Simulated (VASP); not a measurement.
# Mg (I4/mmm) in VASP: relaxation of cell and atoms with PBEsol

Aim: the relaxation of cell and atoms of Mg with PBEsol.

All numbers are computed with VASP 6.6.1; they aren't measurements. Logs are shortened: lines on timing, memory, paths and dates and some standing lists are left out, and cuts for length are marked.

## 1. The cell of the first run

The structure is tetragonal, space group I4/mmm (No. 139). Conventional cell: a = 3.022 Å, b = 3.022 Å, c = 2.844 Å, α = 90.00°, β = 90.00°, γ = 90.00°. Within 3.4 Å of Mg (site symmetry 4/mmm) lie 14 Mg at 2.57 to 3.02 Å.

## 2. Relaxation of cell and atoms, PBEsol

The input, INCAR:

```
ALGO = Normal
EDIFF = 1E-7
EDIFFG = -0.05
ENCUT = 840
GGA = PS
GGA_COMPAT = False
IBRION = 2
ISIF = 3
ISMEAR = 0
LASPH = True
LCHARG = False
LREAL = False
LWAVE = False
NELM = 120
NELMIN = 4
NSW = 80
PREC = Accurate
SIGMA = 0.1
```

The input, KPOINTS:

```
k-points
0
Gamma
  10 10 10
```

The input, POSCAR:

```
Mg
1.0
   -1.5109919964      1.5109919964      1.4220273727
    1.5109919964     -1.5109919964      1.4220273727
    1.5109919964      1.5109919964     -1.4220273727
Mg
1
Direct
    0.0000000000      0.0000000000      0.0000000000
```

Potentials or basis: VASP PAW PBE potentials, release 64 (Mg_sv).

Started as:

```console
$ cat potpaw_PBE.64/Mg_sv/POTCAR > POTCAR
$ mpirun -np 1 vasp_std > vasp.out
```

OUTCAR:

```text
EDIFF = 1E-7
   EDIFFG = -0.05
   ENCUT = 840
   GGA = PS
   IBRION = 2
   ISIF = 3
   ISMEAR = 0
   LASPH = True
   LREAL = False
   NELM = 120
   NELMIN = 4
   NSW = 80
   PREC = Accurate

 ion  position               nearest neighbor table
   1  0.000  0.000  0.000-

  LATTYP: Found a body centered tetragonal cell.
 ALAT       =     3.0219839928
 C/A-ratio  =     0.9411217108

  Lattice vectors:

 A1 = (  -1.5109919964,   1.5109919964,   1.4220273727)
 A2 = (   1.5109919964,  -1.5109919964,   1.4220273727)
 A3 = (   1.5109919964,   1.5109919964,  -1.4220273727)

Analysis of symmetry for initial positions (statically):
=====================================================================
 Subroutine PRICEL returns:
 Original cell was already a primitive cell.

 Routine SETGRP: Setting up the symmetry group for a
 body centered tetragonal supercell.

 Subroutine GETGRP returns: Found 16 space group operations
 (whereof 16 operations were pure point group operations)
 out of a pool of 16 trial point group operations.

The static configuration has the point symmetry D_4h.

Analysis of symmetry for dynamics (positions and initial velocities):
=====================================================================
 Subroutine PRICEL returns:
 Original cell was already a primitive cell.

 Routine SETGRP: Setting up the symmetry group for a
 body centered tetragonal supercell.

 Subroutine GETGRP returns: Found 16 space group operations
 (whereof 16 operations were pure point group operations)
 out of a pool of 16 trial point group operations.

The dynamic configuration has the point symmetry D_4h.

 Subroutine INISYM returns: Found 16 space group operations
 (whereof 16 operations are pure point group operations),
 and found     1 'primitive' translations

----------------------------------------------------------------------------------------

                                     Primitive cell

  volume of cell :      12.9865

  direct lattice vectors                    reciprocal lattice vectors
    -1.510991996  1.510991996  1.422027373     0.000000000  0.330908437  0.351610672
     1.510991996 -1.510991996  1.422027373     0.330908437  0.000000000  0.351610672
     1.510991996  1.510991996 -1.422027373     0.330908437  0.330908437  0.000000000

  length of vectors
     2.566779203  2.566779203  2.566779203     0.482835850  0.482835850  0.467975200

  position of ions in fractional coordinates (direct lattice)
     0.000000000  0.000000000  0.000000000

  ion indices of the primitive-cell ions
   primitive index   ion index
                 1           1

[... 62 lines left out ...]
   PREC   = accura    normal or accurate (medium, high low for compatibility)
   ISTART =      0    job   : 0-new  1-cont  2-samecut
   ICHARG =      2    charge: 1-file 2-atom 10-const
   ISPIN  =      1    spin polarized calculation?
   LNONCOLLINEAR =      F non collinear calculations
   LSORBIT =      F    spin-orbit coupling
   LASPH  =      T    aspherical Exc in radial PAW
   ENCUT  =  840.0 eV  61.74 Ry    7.86 a.u.   6.07  6.07  6.07*2*pi/ulx,y,z
   NELM   =    120;   NELMIN=  4; NELMDL= -5     # of ELM steps
   EDIFF  = 0.1E-06   stopping-criterion for ELM
   LREAL  =      F    real-space projection
   EDIFFG = -.5E-01   stopping-criterion for IOM
   NSW    =     80    number of steps for IOM
   IBRION =      2    ionic relax: 0-MD 1-quasi-New 2-CG
   NFREE  =      1    steps in history (QN), initial steepest desc. (CG)
   ISIF   =      3    stress and relaxation
   ISYM   =      2    0-nonsym 1-usesym 2-fastsym
   POTIM  = 0.5000    time-step for ionic-motion
   TEBEG  =    0.0;   TEEND  =   0.0 temperature during run
   PSTRESS=    0.0 pullay stress
   NELECT =      10.0000    total number of electrons
   NUPDOWN=      -1.0000    fix difference up-down
   EMIN   =  10.00;   EMAX   =-10.00  energy-range for DOS
   EFERMI =   0.00;   METHOD = LEGACY
   ISMEAR =     0;   SIGMA  =   0.10  broadening in eV -4-tet -1-fermi 0-gaus
   EFERMI_NEDOS =   21; number of points for ismear=-14 and -15
   IALGO  =     38    algorithm
   IMIX   =      4    mixing-type and parameters
     AMIX     =   0.40;   BMIX     =  1.00
     AMIX_MAG =   1.60;   BMIX_MAG =  1.00
  volume/ion in A,a.u.               =      12.99        87.64
  Fermi-wavevector in a.u.,A,eV,Ry     =   1.500528  2.835587 30.634659  2.251584
  Thomas-Fermi vector in A             =   2.612017
   LORBIT       =      0    0 simple, 1 ext, 2 COOP (PROOUT), +10 PAW based schemes
   GGA     = PS    functional components
   LHFCALC =     F    Hartree Fock is set to
   AEXX    =    0.0000 exact exchange contribution
   IVDW    =     0    specifies the selected vdW correction
   LEPSILON=     F    determine dielectric tensor
   LRPA    =     F    only Hartree local field effects (RPA)
 conjugate gradient relaxation of ions
 non-spin polarized calculation
 Gauss-broadening in eV      SIGMA  =   0.10
  energy-cutoff  :      840.00
  volume of cell :       12.99
 maximum number of plane-waves:       730
   NGX = 13   NGY = 13   NGZ = 13

--------------------------------------- Ionic step        1  -------------------------------------------

 number of electron      10.0000000 magnetization

 number of electron       9.9999998 magnetization

 Free energy of the ion-electron system (eV)
  ---------------------------------------------------
  ext. energy  EPLUGINS =         0.00000000
  ---------------------------------------------------
  free energy    TOTEN  =        -0.58816475 eV

  energy without entropy =       -0.58502154  energy(sigma->0) =       -0.58659315

 E-fermi :   6.0376     XC(G=0): -10.9658

 val. band max:        5.9974582133   @ k =   0.3000   0.2000   0.2000
 cond. band min:       6.0482327188   @ k =   0.4000   0.2000   0.0000
 fundamental gap:      0.0507745055
 Fermi energy:         6.0376404248

 k-point     1 :       0.0000    0.0000    0.0000
  band No.  band energies     occupation
      1     -69.2478      2.00000
      2     -36.0569      2.00000
      3     -36.0569      2.00000
      4     -36.0522      2.00000
      5      -3.7873      2.00000
      6      22.1554      0.00000
      7      23.9660      0.00000
      8      23.9660      0.00000
      9      25.1223      0.00000
[... 382 lines left out ...]
--------------------------------------- Ionic step        4  -------------------------------------------

 number of electron      10.0000000 magnetization

 Free energy of the ion-electron system (eV)
  ---------------------------------------------------
  ext. energy  EPLUGINS =         0.00000000
  ---------------------------------------------------
  free energy    TOTEN  =        -1.66373168 eV

  energy without entropy =       -1.66224947  energy(sigma->0) =       -1.66299058

 E-fermi :   2.6505     XC(G=0):  -8.8612

 val. band max:        2.5775936029   @ k =  -0.4000   0.4000   0.4000
 cond. band min:       2.6974033526   @ k =  -0.4000  -0.4000   0.1000
 fundamental gap:      0.1198097497
 Fermi energy:         2.6505313438

 k-point     1 :       0.0000    0.0000    0.0000
  band No.  band energies     occupation
      1     -73.1412      2.00000
      2     -40.0795      2.00000
      3     -40.0795      2.00000
      4     -40.0749      2.00000
      5      -4.5231      2.00000
      6      14.9862      0.00000
      7      16.0578      0.00000
      8      16.0578      0.00000
      9      17.1346      0.00000
[... 304 lines left out ...]
  FREE ENERGIE OF THE ION-ELECTRON SYSTEM (eV)
  ---------------------------------------------------
  free  energy   TOTEN  =        -1.6637316827 eV

  energy  without entropy=       -1.6622494686  energy(sigma->0) =       -1.66299058

 reached required accuracy - stopping structural energy minimisation
```

OSZICAR:

```text
N       E                     dE             d eps       ncg     rms          rms(c)
DAV:   1     0.701508823186E+02    0.70151E+02   -0.96205E+03  1852   0.187E+03
DAV:   2     0.102111161848E+01   -0.69130E+02   -0.68910E+02  1900   0.343E+02
DAV:   3    -0.605732248441E+00   -0.16268E+01   -0.16185E+01  2532   0.543E+01
[... 40 lines left out ...]
DAV:   5    -0.166351988017E+01   -0.15621E-02   -0.23581E-03  2242   0.418E-01    0.880E-02
DAV:   6    -0.166369898562E+01   -0.17911E-03   -0.78450E-04  2732   0.337E-01    0.978E-03
DAV:   7    -0.166373103157E+01   -0.32046E-04   -0.79794E-05  2442   0.917E-02    0.191E-03
DAV:   8    -0.166373162862E+01   -0.59706E-06   -0.16876E-06  2551   0.114E-02    0.129E-03
DAV:   9    -0.166373168272E+01   -0.54097E-07   -0.71614E-08  1560   0.317E-03
   4 F= -.16637317E+01 E0= -.16629906E+01  d E =-.107557E+01
```

It took 20 s on 1 thread of Intel Xeon 6975P-C (Granite Rapids), shared host; peak memory 0.15 GiB.

What came out:

| Property | Result |
| --- | --- |
| Free energy | -1.6637 eV |
| Relaxed volume | 22.39 Å³/atom |
| Relaxed cell | a = 3.077 Å, b = 3.077 Å, c = 3.077 Å, α = 108.09°, β = 108.09°, γ = 112.26° |
| Space group after relaxing (to 0.1 Å) | I4/mmm (No. 139) |
| Energy gained by relaxing | 1075.6 meV/atom |
| Ionic steps | 4 |
| Pressure after relaxing | 0.0 GPa |
| Band gap on the k mesh | zero (bands 5 and 6 overlap by 4.65 eV) |

The path:
| step | energy change (eV) | largest force (eV/Å) | pressure (GPa) | volume (Å³) |
| --- | --- | --- | --- | --- |
| 1 | 0.0000 | 0.0000 | 58.26 | 12.99 |
| 2 | -1.0622 | 0.0000 | -2.49 | 24.04 |
| 3 | -1.0729 | 0.0000 | 1.24 | 21.68 |
| 4 | -1.0756 | 0.0000 | -0.03 | 22.39 |

Final structure:
```xyz
1
Lattice="-1.8067 1.8067 1.7150 1.8067 -1.8067 1.7150 1.8067 1.8067 -1.7150" Properties=species:S:1:pos:R:3 pbc="T T T"
Mg    1.8067    1.8067    1.7150
```

Caveat: the volume moved by over 15 % at a fixed basis, so the end points are rough; the PAW data sets were made with another functional, which shifts forces and pressure a little.

The gap in the log of VASP goes by the Fermi energy; the results here count the filled bands.